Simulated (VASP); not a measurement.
# YSiF2 (P-3m1) in VASP: relaxation of cell and atoms with PBE

Aim: the relaxation of cell and atoms of YSiF2 with PBE.

Program: VASP 6.6.1. These are calculated values, not measurements. Logs are shortened: lines on timing, memory, paths and dates and some standing lists are left out, and cuts for length are marked.

## Step 1: The cell of the first run

The structure is trigonal, space group P-3m1 (No. 164). The conventional cell has a = 3.831 Å, b = 3.831 Å, c = 6.193 Å, α = 90.00°, β = 90.00°, γ = 120.00°. Y (site symmetry -3m) has 6 F at 2.28 Å within 3.0 Å. Si (site symmetry -3m) has 2 Y at 3.10 Å and 6 F at 3.38 Å and 6 Si at 3.83 Å within 4.1 Å. F (site symmetry 3m) has 3 Y at 2.28 Å and 3 F at 2.46 Å within 3.0 Å.

## Step 2: Relaxation of cell and atoms, PBE

INCAR reads:

```
SYSTEM = YSiF2
PREC = Accurate
ENCUT = 600
EDIFF = 1E-7
ISMEAR = 0
SIGMA = 0.1
LREAL = .False.
LASPH = .True.
NELM = 100
ALGO = Normal
ISIF = 3
LWAVE = .False.
LCHARG = .False.
GGA = PE
IBRION = 2
NSW = 100
EDIFFG = -0.01
```

KPOINTS reads:

```
regular mesh
0
Gamma
  15 15 8
  0 0 0
```

POSCAR reads:

```
YSiF2
1.0
    3.8312569033      0.0000000000      0.0000000000
   -1.9156284516      3.3179658067      0.0000000000
    0.0000000000      0.0000000000      6.1933682382
Y Si F
1 1 2
Direct
    0.0000000000      0.0000000000      0.5000000000
    0.0000000000      0.0000000000      0.0000000000
    0.3333333333      0.6666666667      0.4126642869
    0.6666666667      0.3333333333      0.5873357131
```

Potentials or basis: VASP PAW PBE potentials, release 64 (Y_sv, Si, F).

Started as:

```console
> cat potpaw_PBE.64/Y_sv/POTCAR potpaw_PBE.64/Si/POTCAR potpaw_PBE.64/F/POTCAR > POTCAR
> mpirun -np 1 vasp_std > vasp.out
```

OUTCAR:

```text
SYSTEM = YSiF2
   PREC = Accurate
   ENCUT = 600
   EDIFF = 1E-7
   ISMEAR = 0
   LREAL = .False.
   LASPH = .True.
   NELM = 100
   ISIF = 3
   GGA = PE
   IBRION = 2
   NSW = 100
   EDIFFG = -0.01

 ion  position               nearest neighbor table
   1  0.000  0.000  0.500-   3 2.28   4 2.28   3 2.28   4 2.28   4 2.28   3 2.28   2 3.10   2 3.10

   2  0.000  0.000  0.000-   1 3.10   1 3.10
   3  0.333  0.667  0.413-   1 2.28   1 2.28   1 2.28
   4  0.667  0.333  0.587-   1 2.28   1 2.28   1 2.28

  LATTYP: Found a hexagonal cell.
 ALAT       =     3.8312569033
 C/A-ratio  =     1.6165369210

  Lattice vectors:

 A1 = (   3.8312569033,   0.0000000000,   0.0000000000)
 A2 = (  -1.9156284516,   3.3179658067,   0.0000000000)
 A3 = (   0.0000000000,   0.0000000000,   6.1933682382)

Analysis of symmetry for initial positions (statically):
=====================================================================
 Subroutine PRICEL returns:
 Original cell was already a primitive cell.

 Routine SETGRP: Setting up the symmetry group for a
 hexagonal supercell.

 Subroutine GETGRP returns: Found 12 space group operations
 (whereof 12 operations were pure point group operations)
 out of a pool of 24 trial point group operations.

The static configuration has the point symmetry D_3d.

Analysis of symmetry for dynamics (positions and initial velocities):
=====================================================================
 Subroutine PRICEL returns:
 Original cell was already a primitive cell.

 Routine SETGRP: Setting up the symmetry group for a
 hexagonal supercell.

 Subroutine GETGRP returns: Found 12 space group operations
 (whereof 12 operations were pure point group operations)
 out of a pool of 24 trial point group operations.

The dynamic configuration has the point symmetry D_3d.

 Subroutine INISYM returns: Found 12 space group operations
 (whereof 12 operations are pure point group operations),
 and found     1 'primitive' translations

----------------------------------------------------------------------------------------

                                     Primitive cell

  volume of cell :      78.7300

  direct lattice vectors                    reciprocal lattice vectors
     3.831256903  0.000000000  0.000000000     0.261010949  0.150694742  0.000000000
    -1.915628452  3.317965807  0.000000000     0.000000000  0.301389483  0.000000000
     0.000000000  0.000000000  6.193368238     0.000000000  0.000000000  0.161463030

  length of vectors
     3.831256903  3.831256903  6.193368238     0.301389483  0.301389483  0.161463030

  position of ions in fractional coordinates (direct lattice)
     0.000000000  0.000000000  0.500000000
     0.000000000  0.000000000  0.000000000
     0.333333333  0.666666667  0.412664287
     0.666666667  0.333333333  0.587335713

  ion indices of the primitive-cell ions
   primitive index   ion index
                 1           1
                 2           2
                 3           3
                 4           4

----------------------------------------------------------------------------------------

 KPOINTS: regular mesh

Automatic generation of k-mesh.
 Grid dimensions read from file:
 generate k-points for:   15   15    8

 Generating k-lattice:

  Cartesian coordinates                     Fractional coordinates (reciprocal lattice)
     0.017400730  0.010046316  0.000000000     0.066666667 -0.000000000  0.000000000
     0.000000000  0.020092632  0.000000000     0.000000000  0.066666667  0.000000000
     0.000000000  0.000000000  0.020182879     0.000000000  0.000000000  0.125000000

  Length of vectors
     0.020092632  0.020092632  0.020182879

  Shift w.r.t. Gamma in fractional coordinates (k-lattice)
     0.000000000  0.000000000  0.000000000

 Subroutine IBZKPT returns following result:
 ===========================================

 Found    192 irreducible k-points:

 Following reciprocal coordinates:
            Coordinates               Weight
  0.000000  0.000000  0.000000      1.000000
  0.066667  0.000000  0.000000      6.000000
  0.133333  0.000000  0.000000      6.000000
  0.200000  0.000000  0.000000      6.000000
  0.266667  0.000000  0.000000      6.000000
  0.333333 -0.000000  0.000000      6.000000
[... 16 lines left out ...]
  0.333333  0.200000  0.000000     12.000000
  0.400000  0.200000  0.000000      6.000000
 [... further k-points ...]
   k-points           NKPTS =    192   k-points in BZ     NKDIM =    192   number of bands    NBANDS=     18
   number of dos      NEDOS =    301   number of ions     NIONS =      4
   total plane-waves  NPLWV =  51200
   dimension x,y,z NGX =    32 NGY =   32 NGZ =   50
   dimension x,y,z NGXF=    64 NGYF=   64 NGZF=  100
   ions per type =               1   1   2
   NGX,Y,Z   is equivalent  to a cutoff of  13.89, 13.89, 13.42 a.u.
   NGXF,Y,Z  is equivalent  to a cutoff of  27.77, 27.77, 26.84 a.u.
 SYSTEM =  YSiF2
   PREC   = accura    normal or accurate (medium, high low for compatibility)
   ISTART =      0    job   : 0-new  1-cont  2-samecut
   ICHARG =      2    charge: 1-file 2-atom 10-const
   ISPIN  =      1    spin polarized calculation?
   LNONCOLLINEAR =      F non collinear calculations
   LSORBIT =      F    spin-orbit coupling
   LASPH  =      T    aspherical Exc in radial PAW
   ENCUT  =  600.0 eV  44.10 Ry    6.64 a.u.   7.65  7.65 12.37*2*pi/ulx,y,z
   NELM   =    100;   NELMIN=  2; NELMDL= -5     # of ELM steps
   EDIFF  = 0.1E-06   stopping-criterion for ELM
   LREAL  =      F    real-space projection
   EDIFFG = -.1E-01   stopping-criterion for IOM
   NSW    =    100    number of steps for IOM
   IBRION =      2    ionic relax: 0-MD 1-quasi-New 2-CG
   NFREE  =      1    steps in history (QN), initial steepest desc. (CG)
   ISIF   =      3    stress and relaxation
   ISYM   =      2    0-nonsym 1-usesym 2-fastsym
   POTIM  = 0.5000    time-step for ionic-motion
   TEBEG  =    0.0;   TEEND  =   0.0 temperature during run
   PSTRESS=    0.0 pullay stress
   NELECT =      29.0000    total number of electrons
   NUPDOWN=      -1.0000    fix difference up-down
   EMIN   =  10.00;   EMAX   =-10.00  energy-range for DOS
   EFERMI =   0.00;   METHOD = LEGACY
   ISMEAR =     0;   SIGMA  =   0.10  broadening in eV -4-tet -1-fermi 0-gaus
   EFERMI_NEDOS =   21; number of points for ismear=-14 and -15
   IALGO  =     38    algorithm
   IMIX   =      4    mixing-type and parameters
     AMIX     =   0.40;   BMIX     =  1.00
     AMIX_MAG =   1.60;   BMIX_MAG =  1.00
  volume/ion in A,a.u.               =      19.68       132.82
  Fermi-wavevector in a.u.,A,eV,Ry     =   1.173530  2.217650 18.737566  1.377172
  Thomas-Fermi vector in A             =   2.309941
   LORBIT       =      0    0 simple, 1 ext, 2 COOP (PROOUT), +10 PAW based schemes
   GGA     = PE    functional components
   LHFCALC =     F    Hartree Fock is set to
   AEXX    =    0.0000 exact exchange contribution
   IVDW    =     0    specifies the selected vdW correction
   LEPSILON=     F    determine dielectric tensor
   LRPA    =     F    only Hartree local field effects (RPA)
 conjugate gradient relaxation of ions
 non-spin polarized calculation
 Gauss-broadening in eV      SIGMA  =   0.10
  energy-cutoff  :      600.00
  volume of cell :       78.73
 maximum number of plane-waves:      2659
 NGX is ok and might be reduce to    32
   NGX = 15   NGY = 15   NGZ = 25

--------------------------------------- Ionic step        1  -------------------------------------------

 number of electron      29.0000005 magnetization

 Free energy of the ion-electron system (eV)
  ---------------------------------------------------
  ext. energy  EPLUGINS =         0.00000000
  ---------------------------------------------------
  free energy    TOTEN  =       -24.24391678 eV

  energy without entropy =      -24.23420337  energy(sigma->0) =      -24.23906008

------------------------ aborting loop because EDIFF is reached ----------------------------------------

  FORCE on cell =-STRESS in cart. coord.  units (eV):
  Direction    XX          YY          ZZ          XY          YZ          ZX
  --------------------------------------------------------------------------------------
  -------------------------------------------------------------------------------------
  Total       -0.0154105     -0.0154105      0.2118964     -0.0000000      0.0000000     -0.0000000
  in kB       -0.3136083     -0.3136083      4.3121527     -0.0000000      0.0000000     -0.0000000
  external PRESSURE =       1.2283120 kB  Pullay stress =       0.0000000 kB

 VOLUME and BASIS-vectors are now :
 -----------------------------------------------------------------------------
  energy-cutoff  :      600.00
  volume of cell :       78.73
      direct lattice vectors                 reciprocal lattice vectors
     3.831256903  0.000000000  0.000000000     0.261010949  0.150694742  0.000000000
    -1.915628452  3.317965807  0.000000000     0.000000000  0.301389483  0.000000000
     0.000000000  0.000000000  6.193368238     0.000000000  0.000000000  0.161463030
[... 39 lines left out ...]
 POSITION                                       TOTAL-FORCE (eV/Angst)
 -----------------------------------------------------------------------------------
      3.83054     -0.00000      3.10460         0.000000      0.000000      0.000000
      3.83054     -0.00000      6.20920         0.000000      0.000000      0.000000
     -0.00000      2.21157      2.56230        -0.000000      0.000000      0.001780
      1.91527      1.10578      3.64689         0.000000      0.000000     -0.001780
 -----------------------------------------------------------------------------------
    total drift:                               -0.000000      0.000000     -0.000000

  FREE ENERGIE OF THE ION-ELECTRON SYSTEM (eV)
  ---------------------------------------------------
  free  energy   TOTEN  =       -24.2442947615 eV

  energy  without entropy=      -24.2345375763  energy(sigma->0) =      -24.23941617

--------------------------------------- Ionic step        3  -------------------------------------------

 number of electron      29.0000005 magnetization

 Free energy of the ion-electron system (eV)
  ---------------------------------------------------
  ext. energy  EPLUGINS =         0.00000000
  ---------------------------------------------------
  free energy    TOTEN  =       -24.24436189 eV

  energy without entropy =      -24.23457925  energy(sigma->0) =      -24.23947057

 E-fermi :   2.9302     XC(G=0):  -9.0344

 val. band max:        2.9270022329   @ k =   0.3333   0.2667   0.0000
 cond. band min:       2.9394153790   @ k =   0.2667   0.0667   0.1250
 fundamental gap:      0.0124131461
 Fermi energy:         2.9302378285

 k-point     1 :       0.0000    0.0000    0.0000
  band No.  band energies     occupation
      1     -40.4369      2.00000
      2     -22.6737      2.00000
      3     -22.0924      2.00000
      4     -20.3891      2.00000
      5     -20.3891      2.00000
      6     -19.9727      2.00000
[... 10 lines left out ...]
     17       5.7542      0.00000
     18       6.0982      0.00000
[... 463 lines left out ...]
 k-point    24 :       0.4000    0.2000    0.0000
  band No.  band energies     occupation
      1     -40.3918      2.00000
      2     -23.3712      2.00000
      3     -22.6774      2.00000
      4     -20.3001      2.00000
      5     -19.9697      2.00000
      6     -19.2286      2.00000
[... 10 lines left out ...]
     17       5.3323      0.00000
     18       5.7188      0.00000

 [... further k-points ...]
[... 5 lines left out ...]
  --------------------------------------------------------------------------------------
  -------------------------------------------------------------------------------------
  Total       -0.0236359     -0.0236359      0.0021738     -0.0000000      0.0000000     -0.0000000
  in kB       -0.4792980     -0.4792980      0.0440805     -0.0000000      0.0000000     -0.0000000
  external PRESSURE =      -0.3048385 kB  Pullay stress =       0.0000000 kB

 VOLUME and BASIS-vectors are now :
 -----------------------------------------------------------------------------
  energy-cutoff  :      600.00
  volume of cell :       79.01
      direct lattice vectors                 reciprocal lattice vectors
     3.830100184 -0.000000000 -0.000000000     0.261089776  0.150740253  0.000000000
    -1.915050092  3.316964058  0.000000000     0.000000000  0.301480505  0.000000000
     0.000000000  0.000000000  6.219079308     0.000000000  0.000000000  0.160795505

 POSITION                                       TOTAL-FORCE (eV/Angst)
 -----------------------------------------------------------------------------------
     -1.91505      3.31696      3.10954        -0.000000      0.000000      0.000000
     -1.91505      3.31696      0.00000        -0.000000      0.000000      0.000000
     -0.00000      2.21131      2.56638         0.000000      0.000000      0.003098
      1.91505      1.10565      3.65270        -0.000000      0.000000     -0.003098
 -----------------------------------------------------------------------------------
    total drift:                               -0.000000      0.000000      0.000000

  FREE ENERGIE OF THE ION-ELECTRON SYSTEM (eV)
  ---------------------------------------------------
  free  energy   TOTEN  =       -24.2443618871 eV

  energy  without entropy=      -24.2345792502  energy(sigma->0) =      -24.23947057

 reached required accuracy - stopping structural energy minimisation
```

Wall time 5.2 min (1 thread of Intel Xeon 6975P-C (Granite Rapids), shared host); peak memory 0.52 GiB.

Results:

- Free energy: -24.2444 eV
- Relaxed volume: 19.75 Å³/atom
- Relaxed cell: a = 3.830 Å, b = 3.830 Å, c = 6.219 Å, α = 90.00°, β = 90.00°, γ = 120.00°
- Space group after relaxing (to 0.05 Å): P-3m1 (No. 164)
- Energy gained by relaxing: 0.1 meV/atom
- Ionic steps: 3
- Pressure after relaxing: 0.0 GPa
- Largest force after relaxing: 0.003 eV/Å

Forces in eV/Å, atoms in the order of the input:
```
Y    0.000  0.000  0.000
Si   0.000  0.000  0.000
F    0.000  0.000  0.003
F    0.000  0.000 -0.003
```

Step by step:
| step | energy change (eV) | largest force (eV/Å) | pressure (GPa) | volume (Å³) |
| --- | --- | --- | --- | --- |
| 1 | 0.0000 | 0.0002 | 0.12 | 78.73 |
| 2 | -0.0004 | 0.0018 | 0.02 | 78.90 |
| 3 | -0.0004 | 0.0031 | -0.03 | 79.01 |

Final structure:
```
Y Si F
1.0
     3.83010    0.00000    0.00000
    -1.91505    3.31696    0.00000
     0.00000    0.00000    6.21908
Y Si F
1 1 2
Direct
  0.00000 0.00000 0.50000
  0.00000 0.00000 0.00000
  0.33333 0.66667 0.41266
  0.66667 0.33333 0.58734
```

Levels at points of the mesh, in eV from the Fermi level:
```tsv
k point	band 12	band 13	band 14	band 15	band 16	band 17
(0.00, 0.00, 0.00)	-5.70	-5.70	-0.37	2.70	2.82	2.82
(0.00, 0.00, 0.50)	-5.70	-5.70	-1.88	2.16	2.16	4.21
```

Caveat: an odd number of electrons without spin polarisation forces a metal; a magnetic or distorted state may lie lower.
